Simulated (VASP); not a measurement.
# Rh (Fm-3m) in VASP: notebook

Runs on Rh. Level: PBEsol. Tasks: single point, relaxation of volume and atoms at fixed shape.

Program: VASP 6.6.1. These are calculated values, not measurements. Logs are shortened: lines on timing, memory, paths and dates and some standing lists are left out, and cuts for length are marked.

## Step 1: The cell of the first run

It takes space group Fm-3m (No. 225, cubic). Conventional cell: a = 3.779 Å, b = 3.779 Å, c = 3.779 Å, α = 90.00°, β = 90.00°, γ = 90.00°. Rh (site symmetry m-3m) has 12 Rh at 2.67 Å within 3.5 Å.

## Step 2: Single point, PBEsol

INCAR

```
PREC     = Accurate       # precision mode
ENCUT    = 500            # plane-wave cutoff, eV
EDIFF    = 1E-6           # SCF threshold, eV
ISMEAR   = 1              # smearing method
SIGMA    = 0.1            # smearing width, eV
LREAL    = F              # projectors in reciprocal space
LASPH    = T              # aspherical terms in the spheres
NELM     = 120            # most SCF steps
ALGO     = Normal         # electronic algorithm
ISIF     = 2              # what is computed and relaxed
LWAVE    = F              # write WAVECAR
LCHARG   = T              # write CHGCAR
GGA      = PS             # functional
LELF     = T              # ELF
LVHAR    = T            
NBANDS   = 14             # bands
GGA_COMPAT= F
```

KPOINTS

```
regular mesh
0
Gamma
  12 12 12
```

POSCAR

```
Rh
1.0
    2.6720715477      0.0000000000      0.0000000000
    1.3360357738      2.3140818410      0.0000000000
    1.3360357738      0.7713606137      2.1817372827
Rh
1
Direct
    0.0000000000      0.0000000000      0.0000000000
```

Potentials or basis: VASP PAW PBE potentials, release 64 (Rh_pv).

Started as:

```bash
$ cat potpaw_PBE.64/Rh_pv/POTCAR > POTCAR
$ mpirun -np 1 vasp_std > vasp.out
```

OUTCAR:

```text
PREC = Accurate
   ENCUT = 500
   EDIFF = 1E-6
   ISMEAR = 1
   LREAL = F
   LASPH = T
   NELM = 120
   ISIF = 2
   GGA = PS

 ion  position               nearest neighbor table
   1  0.000  0.000  0.000-

  LATTYP: Found a face centered cubic cell.
 ALAT       =     3.7788798223

  Lattice vectors:

 A1 = (   2.6720715477,   0.0000000000,   0.0000000000)
 A2 = (   1.3360357738,   2.3140818410,   0.0000000000)
 A3 = (   1.3360357738,   0.7713606137,   2.1817372827)

Analysis of symmetry for initial positions (statically):
=====================================================================
 Subroutine PRICEL returns:
 Original cell was already a primitive cell.

 Routine SETGRP: Setting up the symmetry group for a
 face centered cubic supercell.

 Subroutine GETGRP returns: Found 48 space group operations
 (whereof 48 operations were pure point group operations)
 out of a pool of 48 trial point group operations.

The static configuration has the point symmetry O_h .

Analysis of symmetry for dynamics (positions and initial velocities):
=====================================================================
 Subroutine PRICEL returns:
 Original cell was already a primitive cell.

 Routine SETGRP: Setting up the symmetry group for a
 face centered cubic supercell.

 Subroutine GETGRP returns: Found 48 space group operations
 (whereof 48 operations were pure point group operations)
 out of a pool of 48 trial point group operations.

The dynamic configuration has the point symmetry O_h .

 Subroutine INISYM returns: Found 48 space group operations
 (whereof 48 operations are pure point group operations),
 and found     1 'primitive' translations

----------------------------------------------------------------------------------------

                                     Primitive cell

  volume of cell :      13.4905

  direct lattice vectors                    reciprocal lattice vectors
     2.672071548  0.000000000  0.000000000     0.374241476 -0.216068417 -0.152783443
     1.336035774  2.314081841  0.000000000     0.000000000  0.432136834 -0.152783443
     1.336035774  0.771360614  2.181737283     0.000000000  0.000000000  0.458350328

  length of vectors
     2.672071548  2.672071548  2.672071548     0.458350328  0.458350328  0.458350328

  position of ions in fractional coordinates (direct lattice)
     0.000000000  0.000000000  0.000000000

  ion indices of the primitive-cell ions
   primitive index   ion index
                 1           1

----------------------------------------------------------------------------------------

 KPOINTS: regular mesh

Automatic generation of k-mesh.
 Grid dimensions read from file:
 generate k-points for:   12   12   12

 Generating k-lattice:

  Cartesian coordinates                     Fractional coordinates (reciprocal lattice)
     0.031186790 -0.018005701 -0.012731954     0.083333333  0.000000000  0.000000000
     0.000000000  0.036011403 -0.012731954     0.000000000  0.083333333  0.000000000
     0.000000000  0.000000000  0.038195861     0.000000000  0.000000000  0.083333333

  Length of vectors
     0.038195861  0.038195861  0.038195861

  Shift w.r.t. Gamma in fractional coordinates (k-lattice)
     0.000000000  0.000000000  0.000000000

 Subroutine IBZKPT returns following result:
 ===========================================

 Found     72 irreducible k-points:

 Following reciprocal coordinates:
            Coordinates               Weight
  0.000000  0.000000  0.000000      1.000000
  0.083333  0.000000 -0.000000      8.000000
  0.166667  0.000000 -0.000000      8.000000
  0.250000  0.000000 -0.000000      8.000000
  0.333333  0.000000 -0.000000      8.000000
  0.416667  0.000000 -0.000000      8.000000
[... 16 lines left out ...]
  0.500000  0.166667 -0.000000     24.000000
 -0.416667  0.166667  0.000000     24.000000
 [... further k-points ...]
   k-points           NKPTS =     72   k-points in BZ     NKDIM =     72   number of bands    NBANDS=     14
   number of dos      NEDOS =    301   number of ions     NIONS =      1
   total plane-waves  NPLWV =   8000
   dimension x,y,z NGX =    20 NGY =   20 NGZ =   20
   dimension x,y,z NGXF=    40 NGYF=   40 NGZF=   40
   ions per type =               1
   NGX,Y,Z   is equivalent  to a cutoff of  12.44, 12.44, 12.44 a.u.
   NGXF,Y,Z  is equivalent  to a cutoff of  24.89, 24.89, 24.89 a.u.
 SYSTEM =  unknown system
   PREC   = accura    normal or accurate (medium, high low for compatibility)
   ISTART =      0    job   : 0-new  1-cont  2-samecut
   ICHARG =      2    charge: 1-file 2-atom 10-const
   ISPIN  =      1    spin polarized calculation?
   LNONCOLLINEAR =      F non collinear calculations
   LSORBIT =      F    spin-orbit coupling
   LASPH  =      T    aspherical Exc in radial PAW
   ENCUT  =  500.0 eV  36.75 Ry    6.06 a.u.   4.87  4.87  4.87*2*pi/ulx,y,z
   NELM   =    120;   NELMIN=  2; NELMDL= -5     # of ELM steps
   EDIFF  = 0.1E-05   stopping-criterion for ELM
   LREAL  =      F    real-space projection
   EDIFFG = 0.1E-04   stopping-criterion for IOM
   NSW    =      0    number of steps for IOM
   IBRION =     -1    ionic relax: 0-MD 1-quasi-New 2-CG
   NFREE  =      0    steps in history (QN), initial steepest desc. (CG)
   ISIF   =      2    stress and relaxation
   ISYM   =      2    0-nonsym 1-usesym 2-fastsym
   POTIM  = 0.5000    time-step for ionic-motion
   TEBEG  =    0.0;   TEEND  =   0.0 temperature during run
   PSTRESS=    0.0 pullay stress
   NELECT =      15.0000    total number of electrons
   NUPDOWN=      -1.0000    fix difference up-down
   EMIN   =  10.00;   EMAX   =-10.00  energy-range for DOS
   EFERMI =   0.00;   METHOD = LEGACY
   ISMEAR =     1;   SIGMA  =   0.10  broadening in eV -4-tet -1-fermi 0-gaus
   EFERMI_NEDOS =   21; number of points for ismear=-14 and -15
   IALGO  =     38    algorithm
   IMIX   =      4    mixing-type and parameters
     AMIX     =   0.40;   BMIX     =  1.00
     AMIX_MAG =   1.60;   BMIX_MAG =  1.00
  volume/ion in A,a.u.               =      13.49        91.04
  Fermi-wavevector in a.u.,A,eV,Ry     =   1.696012  3.204997 39.136554  2.876456
  Thomas-Fermi vector in A             =   2.776952
   LORBIT       =      0    0 simple, 1 ext, 2 COOP (PROOUT), +10 PAW based schemes
   GGA     = PS    functional components
   LHFCALC =     F    Hartree Fock is set to
   AEXX    =    0.0000 exact exchange contribution
   IVDW    =     0    specifies the selected vdW correction
   LEPSILON=     F    determine dielectric tensor
   LRPA    =     F    only Hartree local field effects (RPA)
 non-spin polarized calculation
 Methfessel and Paxton  Order N= 1 SIGMA  =   0.10
  energy-cutoff  :      500.00
  volume of cell :       13.49
 maximum number of plane-waves:       360
   NGX =  9   NGY =  9   NGZ =  9

 number of electron      15.0000006 magnetization

 Free energy of the ion-electron system (eV)
  ---------------------------------------------------
  ext. energy  EPLUGINS =         0.00000000
  ---------------------------------------------------
  free energy    TOTEN  =        -8.14219254 eV

  energy without entropy =       -8.14229978  energy(sigma->0) =       -8.14222828

 E-fermi :  12.1455     XC(G=0): -14.3435

 val. band max:       12.0281156463   @ k =  -0.3333   0.3333   0.0000
 cond. band min:      12.1551795027   @ k =   0.5000   0.4167  -0.0000
 fundamental gap:      0.1270638564
 Fermi energy:        12.1454581942

 k-point     1 :       0.0000    0.0000    0.0000
  band No.  band energies     occupation
      1     -34.2819      2.00000
      2     -34.2819      2.00000
      3     -34.2819      2.00000
      4       3.9111      2.00000
      5       8.9067      2.00000
      6       8.9067      2.00000
      7       8.9067      2.00000
      8      11.0798      2.00000
      9      11.0798      2.00000
     10      28.0272      0.00000
     11      32.3761      0.00000
     12      33.5842      0.00000
     13      33.5842      0.00000
     14      33.5842      0.00000

 k-point     2 :       0.0833    0.0000   -0.0000
  band No.  band energies     occupation
      1     -34.3364      2.00000
      2     -34.2892      2.00000
      3     -34.2892      2.00000
      4       4.1935      2.00000
      5       8.7832      2.00000
      6       9.0157      2.00000
      7       9.0157      2.00000
      8      11.0201      2.00000
      9      11.0201      2.00000
     10      28.4387      0.00000
     11      32.1796      0.00000
     12      32.3903      0.00000
     13      34.0045      0.00000
     14      34.0045      0.00000

 k-point     3 :       0.1667    0.0000   -0.0000
  band No.  band energies     occupation
      1     -34.4839      2.00000
      2     -34.3091      2.00000
      3     -34.3091      2.00000
      4       4.9430      2.00000
      5       8.5633      2.00000
      6       9.2371      2.00000
      7       9.2371      2.00000
      8      10.9680      2.00000
      9      10.9680      2.00000
     10      29.3235      0.00000
     11      29.8259      0.00000
     12      32.3788      0.00000
     13      35.1726      0.00000
     14      35.1726      0.00000
[... 324 lines left out ...]
 k-point    23 :       0.5000    0.1667   -0.0000
  band No.  band energies     occupation
      1     -34.9882      2.00000
      2     -34.5073      2.00000
      3     -34.4354      2.00000
      4       6.4571      2.00000
      5       8.2080      2.00000
      6       9.6186      2.00000
      7       9.7008      2.00000
      8      12.7497     -0.00000
      9      15.6729      0.00000
     10      21.3684      0.00000
     11      28.5095      0.00000
     12      31.6753      0.00000
     13      32.0109      0.00000
     14      32.4005      0.00000

 k-point    24 :      -0.4167    0.1667    0.0000
  band No.  band energies     occupation
      1     -34.9950      2.00000
      2     -34.5332      2.00000
      3     -34.4193      2.00000
      4       6.5262      2.00000
      5       8.2223      2.00000
      6       9.5254      2.00000
      7       9.9484      2.00000
      8      12.3648     -0.00815
      9      16.2545      0.00000
     10      20.9629      0.00000
     11      28.1939      0.00000
     12      31.0824      0.00000
     13      32.3847      0.00000
     14      32.8108      0.00000

 [... further k-points ...]
[... 5 lines left out ...]
  --------------------------------------------------------------------------------------
  -------------------------------------------------------------------------------------
  Total       -0.0020783     -0.0020783     -0.0020783      0.0000000     -0.0000000      0.0000000
  in kB       -0.2468248     -0.2468248     -0.2468248      0.0000000     -0.0000000      0.0000000
  external PRESSURE =      -0.2468248 kB  Pullay stress =       0.0000000 kB

 VOLUME and BASIS-vectors are now :
 -----------------------------------------------------------------------------
  energy-cutoff  :      500.00
  volume of cell :       13.49
      direct lattice vectors                 reciprocal lattice vectors
     2.672071548  0.000000000  0.000000000     0.374241476 -0.216068417 -0.152783443
     1.336035774  2.314081841  0.000000000     0.000000000  0.432136834 -0.152783443
     1.336035774  0.771360614  2.181737283     0.000000000  0.000000000  0.458350328

 POSITION                                       TOTAL-FORCE (eV/Angst)
 -----------------------------------------------------------------------------------
      0.00000      0.00000      0.00000         0.000000      0.000000      0.000000
 -----------------------------------------------------------------------------------
    total drift:                                0.000000      0.000000      0.000000

  FREE ENERGIE OF THE ION-ELECTRON SYSTEM (eV)
  ---------------------------------------------------
  free  energy   TOTEN  =        -8.1421925374 eV

  energy  without entropy=       -8.1422997793  energy(sigma->0) =       -8.14222828
```

It took 7.1 s on 1 thread of Intel Xeon Platinum 8488C (Sapphire Rapids), shared host; peak memory 0.13 GiB.

Results:

| Item | Value |
| --- | --- |
| Free energy | -8.1422 eV |
| Pressure | 0.0 GPa |
| Band gap on the k mesh | zero (an odd number of electrons rules out a gap without spin polarisation) |

Caveat: the PAW data sets were made with another functional, which shifts forces and pressure a little.

(Part 1 of 2 ends here.)

The gap in the log of VASP goes by the Fermi energy; the results here count the filled bands.